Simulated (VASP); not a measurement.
# Ta in VASP: further runs

Runs on Ta. Level: PBEsol. Tasks: single point.

Everything below comes from runs of VASP 6.6.1. Logs are shortened: lines on timing, memory, paths and dates and some standing lists are left out, and cuts for length are marked.

### 1 The cell of the first run

The structure is tetragonal, space group I4/mmm (No. 139). Conventional cell: a = 3.280 Å, b = 3.280 Å, c = 3.444 Å, α = 90.00°, β = 90.00°, γ = 90.00°. Ta (site symmetry 4/mmm) has 14 Ta at 2.89 to 3.44 Å within 3.8 Å.

### 2 Single point, PBEsol (normal strain along x +0.0000, normal strain along z +0.0500)

INCAR reads:

```
ALGO = Fast
EDIFF = 1E-6
ENCUT = 520
GGA = PS
ISIF = 2
ISMEAR = 0
LASPH = T
LCHARG = F
LREAL = F
LWAVE = F
NBANDS = 12
NELM = 60
PREC = Accurate
SIGMA = 0.15
```

KPOINTS reads:

```
k-points
0
Gamma
  20 20 20
```

POSCAR reads:

```
Ta
1.0
   -1.6402286350      1.6402286350      1.7222400668
    1.6402286350     -1.6402286350      1.7222400668
    1.6402286350      1.6402286350     -1.7222400668
Ta
1
Direct
    0.0000000000      0.0000000000      0.0000000000
```

Potentials or basis: VASP PAW PBE potentials, release 64 (Ta_pv).

Started as:

```sh
$ cat potpaw_PBE.64/Ta_pv/POTCAR > POTCAR
$ mpirun -np 1 vasp_std > vasp.out
```

OUTCAR:

```text
EDIFF = 1E-6
   ENCUT = 520
   GGA = PS
   ISIF = 2
   ISMEAR = 0
   LASPH = T
   LREAL = F
   NELM = 60
   PREC = Accurate

 ion  position               nearest neighbor table
   1  0.000  0.000  0.000-

  LATTYP: Found a body centered tetragonal cell.
 ALAT       =     3.2804572700
 C/A-ratio  =     1.0500000000

  Lattice vectors:

 A1 = (  -1.6402286350,   1.6402286350,   1.7222400668)
 A2 = (   1.6402286350,  -1.6402286350,   1.7222400668)
 A3 = (   1.6402286350,   1.6402286350,  -1.7222400668)

Analysis of symmetry for initial positions (statically):
=====================================================================
 Subroutine PRICEL returns:
 Original cell was already a primitive cell.

 Routine SETGRP: Setting up the symmetry group for a
 body centered tetragonal supercell.

 Subroutine GETGRP returns: Found 16 space group operations
 (whereof 16 operations were pure point group operations)
 out of a pool of 16 trial point group operations.

The static configuration has the point symmetry D_4h.

Analysis of symmetry for dynamics (positions and initial velocities):
=====================================================================
 Subroutine PRICEL returns:
 Original cell was already a primitive cell.

 Routine SETGRP: Setting up the symmetry group for a
 body centered tetragonal supercell.

 Subroutine GETGRP returns: Found 16 space group operations
 (whereof 16 operations were pure point group operations)
 out of a pool of 16 trial point group operations.

The dynamic configuration has the point symmetry D_4h.

 Subroutine INISYM returns: Found 16 space group operations
 (whereof 16 operations are pure point group operations),
 and found     1 'primitive' translations

----------------------------------------------------------------------------------------

                                     Primitive cell

  volume of cell :      18.5337

  direct lattice vectors                    reciprocal lattice vectors
    -1.640228635  1.640228635  1.722240067     0.000000000  0.304835551  0.290319573
     1.640228635 -1.640228635  1.722240067     0.304835551  0.000000000  0.290319573
     1.640228635  1.640228635 -1.722240067     0.304835551  0.304835551  0.000000000

  length of vectors
     2.889084768  2.889084768  2.889084768     0.420963380  0.420963380  0.431102571

  position of ions in fractional coordinates (direct lattice)
     0.000000000  0.000000000  0.000000000

  ion indices of the primitive-cell ions
   primitive index   ion index
                 1           1

----------------------------------------------------------------------------------------

 KPOINTS: k-points

Automatic generation of k-mesh.
 Grid dimensions read from file:
 generate k-points for:   20   20   20

 Generating k-lattice:

  Cartesian coordinates                     Fractional coordinates (reciprocal lattice)
     0.000000000  0.015241778  0.014515979     0.050000000  0.000000000 -0.000000000
     0.015241778  0.000000000  0.014515979     0.000000000  0.050000000 -0.000000000
     0.015241778  0.015241778  0.000000000     0.000000000  0.000000000  0.050000000

  Length of vectors
     0.021048169  0.021048169  0.021555129

  Shift w.r.t. Gamma in fractional coordinates (k-lattice)
     0.000000000  0.000000000  0.000000000

 Subroutine IBZKPT returns following result:
 ===========================================

 Found    641 irreducible k-points:

 Following reciprocal coordinates:
            Coordinates               Weight
  0.000000  0.000000  0.000000      1.000000
  0.050000  0.000000 -0.000000      8.000000
  0.100000  0.000000 -0.000000      8.000000
  0.150000  0.000000 -0.000000      8.000000
  0.200000  0.000000 -0.000000      8.000000
  0.250000  0.000000 -0.000000      8.000000
[... 16 lines left out ...]
 -0.400000  0.050000  0.000000     16.000000
 -0.350000  0.050000  0.000000     16.000000
 [... further k-points ...]
   k-points           NKPTS =    641   k-points in BZ     NKDIM =    641   number of bands    NBANDS=     12
   number of dos      NEDOS =    301   number of ions     NIONS =      1
   total plane-waves  NPLWV =  13824
   dimension x,y,z NGX =    24 NGY =   24 NGZ =   24
   dimension x,y,z NGXF=    48 NGYF=   48 NGZF=   48
   ions per type =               1
   NGX,Y,Z   is equivalent  to a cutoff of  13.81, 13.81, 13.81 a.u.
   NGXF,Y,Z  is equivalent  to a cutoff of  27.62, 27.62, 27.62 a.u.
 SYSTEM =  unknown system
   PREC   = accura    normal or accurate (medium, high low for compatibility)
   ISTART =      0    job   : 0-new  1-cont  2-samecut
   ICHARG =      2    charge: 1-file 2-atom 10-const
   ISPIN  =      1    spin polarized calculation?
   LNONCOLLINEAR =      F non collinear calculations
   LSORBIT =      F    spin-orbit coupling
   LASPH  =      T    aspherical Exc in radial PAW
   ENCUT  =  520.0 eV  38.22 Ry    6.18 a.u.   5.37  5.37  5.37*2*pi/ulx,y,z
   NELM   =     60;   NELMIN=  2; NELMDL= -5     # of ELM steps
   EDIFF  = 0.1E-05   stopping-criterion for ELM
   LREAL  =      F    real-space projection
   EDIFFG = 0.1E-04   stopping-criterion for IOM
   NSW    =      0    number of steps for IOM
   IBRION =     -1    ionic relax: 0-MD 1-quasi-New 2-CG
   NFREE  =      0    steps in history (QN), initial steepest desc. (CG)
   ISIF   =      2    stress and relaxation
   ISYM   =      2    0-nonsym 1-usesym 2-fastsym
   POTIM  = 0.5000    time-step for ionic-motion
   TEBEG  =    0.0;   TEEND  =   0.0 temperature during run
   PSTRESS=    0.0 pullay stress
   NELECT =      11.0000    total number of electrons
   NUPDOWN=      -1.0000    fix difference up-down
   EMIN   =  10.00;   EMAX   =-10.00  energy-range for DOS
   EFERMI =   0.00;   METHOD = LEGACY
   ISMEAR =     0;   SIGMA  =   0.15  broadening in eV -4-tet -1-fermi 0-gaus
   EFERMI_NEDOS =   21; number of points for ismear=-14 and -15
   IALGO  =     68    algorithm
   IMIX   =      4    mixing-type and parameters
     AMIX     =   0.40;   BMIX     =  1.00
     AMIX_MAG =   1.60;   BMIX_MAG =  1.00
  volume/ion in A,a.u.               =      18.53       125.07
  Fermi-wavevector in a.u.,A,eV,Ry     =   1.375788  2.599863 25.753014  1.892793
  Thomas-Fermi vector in A             =   2.501092
   LORBIT       =      0    0 simple, 1 ext, 2 COOP (PROOUT), +10 PAW based schemes
   GGA     = PS    functional components
   LHFCALC =     F    Hartree Fock is set to
   AEXX    =    0.0000 exact exchange contribution
   IVDW    =     0    specifies the selected vdW correction
   LEPSILON=     F    determine dielectric tensor
   LRPA    =     F    only Hartree local field effects (RPA)
 non-spin polarized calculation
 RMM-DIIS sequential band-by-band and
 Gauss-broadening in eV      SIGMA  =   0.15
  energy-cutoff  :      520.00
  volume of cell :       18.53
 maximum number of plane-waves:       516
 NGX is ok and might be reduce to    24
   NGX = 11   NGY = 11   NGZ = 11

 number of electron      10.9999999 magnetization

 Free energy of the ion-electron system (eV)
  ---------------------------------------------------
  ext. energy  EPLUGINS =         0.00000000
  ---------------------------------------------------
  free energy    TOTEN  =       -12.52474154 eV

  energy without entropy =      -12.50943902  energy(sigma->0) =      -12.51709028

 E-fermi :   5.0976     XC(G=0): -12.5826

 val. band max:        5.0948170633   @ k =  -0.2500   0.2500   0.1000
 cond. band min:       5.1004145433   @ k =  -0.2500   0.1000   0.0500
 fundamental gap:      0.0055974800
 Fermi energy:         5.0976342682

 k-point     1 :       0.0000    0.0000    0.0000
  band No.  band energies     occupation
      1     -28.0541      2.00000
      2     -28.0452      2.00000
      3     -28.0452      2.00000
      4      -2.7243      2.00000
      5       5.6425      0.00000
      6       5.6425      0.00000
      7       6.2182      0.00000
      8       8.5626      0.00000
      9       9.3455      0.00000
     10      19.4660      0.00000
     11      20.3075      0.00000
     12      20.3075      0.00000

 k-point     2 :       0.0500    0.0000   -0.0000
  band No.  band energies     occupation
      1     -28.0788      2.00000
      2     -28.0536      2.00000
      3     -28.0491      2.00000
      4      -2.6173      2.00000
      5       5.6280      0.00000
      6       5.6572      0.00000
      7       6.2404      0.00000
      8       8.4845      0.00000
      9       9.3055      0.00000
     10      19.6617      0.00000
     11      20.4822      0.00000
     12      20.4933      0.00000

 k-point     3 :       0.1000    0.0000   -0.0000
  band No.  band energies     occupation
      1     -28.1605      2.00000
      2     -28.0779      2.00000
      3     -28.0494      2.00000
      4      -2.3048      2.00000
      5       5.5648      0.00001
      6       5.5912      0.00000
      7       6.4275      0.00000
      8       8.2912      0.00000
      9       9.2302      0.00000
     10      20.0906      0.00000
     11      21.0108      0.00000
     12      21.0364      0.00000

 k-point     4 :       0.1500    0.0000   -0.0000
  band No.  band energies     occupation
      1     -28.2865      2.00000
      2     -28.1154      2.00000
      3     -28.0493      2.00000
      4      -1.8136      2.00000
      5       5.3713      0.00987
      6       5.4129      0.00295
      7       6.8783      0.00000
      8       8.1125      0.00000
      9       9.1770      0.00000
     10      20.4441      0.00000
     11      21.6809      0.00000
     12      21.8991      0.00000

 k-point     5 :       0.2000    0.0000   -0.0000
  band No.  band energies     occupation
      1     -28.4420      2.00000
      2     -28.1624      2.00000
      3     -28.0490      2.00000
      4      -1.1921      2.00000
      5       5.0709      1.19895
      6       5.1755      0.46314
      7       7.5467      0.00000
      8       8.0689      0.00000
      9       9.1685      0.00000
     10      19.6452      0.00000
     11      20.4014      0.00000
     12      21.9759      0.00000
[... 228 lines left out ...]
      1     -29.1135      2.00000
      2     -28.3835      2.00000
      3     -28.0595      2.00000
      4       0.8988      2.00000
      5       3.8564      2.00000
      6       6.2585      0.00000
      7       8.4430      0.00000
      8       9.9227      0.00000
      9      12.5521      0.00000
     10      16.1754      0.00000
     11      17.2288      0.00000
     12      21.8181      0.00000

 k-point    22 :      -0.4500    0.0500    0.0000
  band No.  band energies     occupation
      1     -29.0675      2.00000
      2     -28.3670      2.00000
      3     -28.0604      2.00000
      4       0.8656      2.00000
      5       3.9326      2.00000
      6       5.8215      0.00000
      7       8.4906      0.00000
      8       9.8595      0.00000
      9      11.9558      0.00000
     10      16.7276      0.00000
     11      17.5229      0.00000
     12      19.6649      0.00000

 k-point    23 :      -0.4000    0.0500    0.0000
  band No.  band energies     occupation
      1     -28.9780      2.00000
      2     -28.3357      2.00000
      3     -28.0612      2.00000
      4       0.7379      2.00000
      5       4.0851      2.00000
      6       5.2744      0.09569
      7       8.4343      0.00000
      8       9.7363      0.00000
      9      11.0205      0.00000
     10      17.7277      0.00000
     11      18.1051      0.00000
     12      19.6695      0.00000

 k-point    24 :      -0.3500    0.0500    0.0000
  band No.  band energies     occupation
      1     -28.8524      2.00000
      2     -28.2924      2.00000
      3     -28.0618      2.00000
      4       0.4230      2.00000
      5       4.3069      2.00000
      6       4.8995      1.93820
      7       8.2951      0.00000
      8       9.5691      0.00000
      9       9.9775      0.00000
     10      18.8080      0.00000
     11      19.0794      0.00000
     12      19.6986      0.00000

 [... further k-points ...]

------------------------ aborting loop because EDIFF is reached ----------------------------------------

  FORCE on cell =-STRESS in cart. coord.  units (eV):
  Direction    XX          YY          ZZ          XY          YZ          ZX
  --------------------------------------------------------------------------------------
  -------------------------------------------------------------------------------------
  Total       -0.8184946     -0.8184946     -1.3938408      0.0000000     -0.0000000      0.0000000
  in kB      -70.7561122    -70.7561122   -120.4928560      0.0000000     -0.0000000      0.0000000
  external PRESSURE =     -87.3350268 kB  Pullay stress =       0.0000000 kB

 VOLUME and BASIS-vectors are now :
 -----------------------------------------------------------------------------
  energy-cutoff  :      520.00
  volume of cell :       18.53
      direct lattice vectors                 reciprocal lattice vectors
    -1.640228635  1.640228635  1.722240067     0.000000000  0.304835551  0.290319573
     1.640228635 -1.640228635  1.722240067     0.304835551  0.000000000  0.290319573
     1.640228635  1.640228635 -1.722240067     0.304835551  0.304835551  0.000000000

 POSITION                                       TOTAL-FORCE (eV/Angst)
 -----------------------------------------------------------------------------------
      0.00000      0.00000      0.00000         0.000000      0.000000      0.000000
 -----------------------------------------------------------------------------------
    total drift:                               -0.000000      0.000000     -0.000000

  FREE ENERGIE OF THE ION-ELECTRON SYSTEM (eV)
  ---------------------------------------------------
  free  energy   TOTEN  =       -12.5247415423 eV

  energy  without entropy=      -12.5094390219  energy(sigma->0) =      -12.51709028
```

Wall time 85 s (1 thread of AMD EPYC 9R45 (Zen 5), shared host); peak memory 0.22 GiB.

What came out:

```yaml
Free_energy: -12.5247 eV
Pressure: -8.7 GPa
Band_gap_on_the_k_mesh: zero (an odd number of electrons rules out a gap without spin polarisation)
```

Levels at points of the mesh, in eV from the Fermi level:
| k point | band 2 | band 3 | band 4 | band 5 | band 6 | band 7 | band 8 | band 9 |
| --- | --- | --- | --- | --- | --- | --- | --- | --- |
| (0.00, 0.00, 0.00) | -33.14 | -33.14 | -7.82 | 0.54 | 0.54 | 1.12 | 3.46 | 4.25 |
| (0.50, 0.00, 0.00) | -33.48 | -33.15 | -4.28 | -1.26 | 1.38 | 3.34 | 4.76 | 7.45 |
| (0.50, 0.50, 0.00) | -33.53 | -33.18 | -4.24 | -1.86 | 1.72 | 4.27 | 5.02 | 7.61 |
| (0.50, 0.50, 0.50) | -33.86 | -33.86 | -3.72 | -3.57 | 6.48 | 6.67 | 6.67 | 7.59 |

Caveat: the cell differs from its parent crystal (normal strain along x +0.0000, normal strain along z +0.0500); the cell stands under tension; the PAW data sets were made with another functional, which shifts forces and pressure a little; spin-orbit coupling is left out, which moves the levels of the heavy elements.

### 3 Single point, PBEsol (normal strain along x -0.0367, normal strain along z -0.0500)

INCAR reads:

```
ALGO     = Fast           # electronic algorithm
EDIFF    = 1E-7           # SCF threshold, eV
ENCUT    = 520            # plane-wave cutoff, eV
GGA      = PS             # functional
ISIF     = 2              # what is computed and relaxed
ISMEAR   = 0              # smearing method
LASPH    = True           # aspherical terms in the spheres
LCHARG   = False          # write CHGCAR
LREAL    = False          # projectors in reciprocal space
LWAVE    = False          # write WAVECAR
NBANDS   = 12             # bands
NELM     = 60             # most SCF steps
PREC     = Accurate       # precision mode
SIGMA    = 0.15           # smearing width, eV
```

KPOINTS is that of step 2.

POSCAR reads:

```
Ta
1.0
   -1.5800322441      1.6402286350      1.5582172032
    1.5800322441     -1.6402286350      1.5582172032
    1.5800322441      1.6402286350     -1.5582172032
Ta
1
Direct
    0.0000000000      0.0000000000      0.0000000000
```

Potentials or basis: VASP PAW PBE potentials, release 64 (Ta_pv).

Started as:

```sh
$ cat potpaw_PBE.64/Ta_pv/POTCAR > POTCAR
$ mpirun -np 1 vasp_std > vasp.out
```

Wall time 2.7 min (1 thread of AMD EPYC 9R45 (Zen 5), shared host); peak memory 0.29 GiB.

The run converged. Its results:

* Free energy: -12.4461 eV
* Pressure: 22.8 GPa
* Band gap on the k mesh: zero (an odd number of electrons rules out a gap without spin polarisation)

Stress tensor (GPa, compression positive):
```
23.93  0.00  0.00
 0.00 18.29  0.00
 0.00  0.00 26.05
```

Levels at points of the mesh, in eV from the Fermi level:
```tsv
k point	band 3	band 4	band 5	band 6	band 7	band 8
(0.00, 0.00, 0.00)	-32.58	-8.33	0.41	0.63	1.14	3.90
(0.50, 0.00, 0.00)	-32.60	-4.91	-1.79	2.14	3.99	5.65
(0.00, 0.50, 0.00)	-32.64	-4.91	-2.32	2.44	4.90	5.84
(0.50, 0.50, 0.00)	-32.58	-4.91	-1.57	2.02	3.81	5.40
(0.50, 0.50, 0.50)	-33.65	-4.59	-4.43	7.64	7.82	7.89
```

Caveat: the cell differs from its parent crystal (normal strain along x -0.0367, normal strain along z -0.0500); the cell stands under pressure; the PAW data sets were made with another functional, which shifts forces and pressure a little; spin-orbit coupling is left out, which moves the levels of the heavy elements.
